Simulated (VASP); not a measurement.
Write the native input for VASP 6.6.1 that does the following.

| Item | Value |
| --- | --- |
| Task | density of states |
| Functional | LDA |
| Potentials or basis | VASP PAW LDA potentials, release 64 (Ga_d) |
| Cutoff | 520 eV |
| k mesh | 12 × 12 × 10 |
| Occupations | fermi-dirac, width 0.08 eV |
| Spin | no spin polarisation |
| Dipole correction | no |
| k mesh for the DOS | 18 × 18 × 15 |
| Occupations for the DOS | tetrahedron |
| Further INCAR settings | ALGO = Normal; EDIFF = 1e-06; NBANDS = 20 |

Crystal: Ga.

```
Ga
1.0
     1.45000   -4.06500    0.00000
     1.45000    4.06500    0.00000
     0.00000    0.00000    3.17000
Ga
2
Direct
  0.86700 0.13300 0.25000
  0.13300 0.86700 0.75000
```

The input as run:

POSCAR

```
Ga
1.0
    1.4500000000     -4.0650000000      0.0000000000
    1.4500000000      4.0650000000      0.0000000000
    0.0000000000      0.0000000000      3.1700000000
Ga
2
Direct
    0.8670000000      0.1330000000      0.2500000000
    0.1330000000      0.8670000000      0.7500000000
```

INCAR.step1

```
SYSTEM = Ga
ALGO = Normal
EDIFF = 1E-6
ENCUT = 520
ISIF = 2
ISMEAR = -1
LASPH = .True.
LCHARG = .True.
LREAL = .False.
LWAVE = .False.
NBANDS = 20
NELM = 80
PREC = Accurate
SIGMA = 0.08
```

KPOINTS.step1

```
k-points
0
Gamma
  12 12 10
  0 0 0
```

INCAR.step2

```
SYSTEM = Ga
ALGO = Normal
EDIFF = 1E-6
ENCUT = 520
ICHARG = 11
ISIF = 2
ISMEAR = -5
LASPH = .True.
LCHARG = .False.
LORBIT = 11
LREAL = .False.
LWAVE = .False.
NBANDS = 20
NEDOS = 1001
NELM = 80
PREC = Accurate
SIGMA = 0.08
```

KPOINTS.step2

```
k-points
0
Gamma
  18 18 15
  0 0 0
```

Potentials or basis: VASP PAW LDA potentials, release 64 (Ga_d).

Launch:

```bash
$ cat potpaw_LDA.64/Ga_d/POTCAR > POTCAR
$ cp INCAR.step1 INCAR
$ cp KPOINTS.step1 KPOINTS
$ mpirun -np 1 vasp_std > vasp.out
$ cp INCAR.step2 INCAR
$ cp KPOINTS.step2 KPOINTS
$ mpirun -np 1 vasp_std > vasp.out
```

It gave:

The valence electrons inside the program's atomic spheres are Ga 11.58.

Wall time 11 min on 1 thread of AMD EPYC 7R13, on a shared host, peak memory 0.49 GiB.
